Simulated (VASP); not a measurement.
ScHg, 2 atoms in the cell. The structure is cubic, space group Pm-3m (No. 221). The conventional cell has a = 3.526 Å, b = 3.526 Å, c = 3.526 Å, α = 90.00°, β = 90.00°, γ = 90.00°. Sc (site symmetry m-3m) has 8 Hg at 3.05 Å and 6 Sc at 3.53 Å within 4.0 Å. Within 4.0 Å of Hg (site symmetry m-3m) lie 8 Sc at 3.05 Å and 6 Hg at 3.53 Å. 

```yaml
Program: VASP 6.6.1
Task: electric field gradients
Functional: PBEsol
Potentials_or_basis: VASP PAW PBE potentials, release 64 (Sc_sv, Hg)
Cutoff: 520 eV
k_mesh: 12 × 12 × 12
Occupations: fermi-dirac, width 0.08 eV
Spin: no spin polarisation
Dipole_correction: no
Further_INCAR_settings: ALGO = Normal; EDIFF = 1e-08; NBANDS = 18
```

Potentials or basis: VASP PAW PBE potentials, release 64 (Sc_sv, Hg).

Command:

```bash
$ cat potpaw_PBE.64/Sc_sv/POTCAR potpaw_PBE.64/Hg/POTCAR > POTCAR
$ mpirun -np 1 vasp_std > vasp.out
```

Hardware: 1 thread of Intel Xeon 8259CL, with other jobs on the host.

Question: Estimate the wall time of this run.

Answer: Run time: 110 s on 1 thread of Intel Xeon 8259CL, on a shared host, peak memory 0.21 GiB. Counts: scf iterations 15, k points 84.
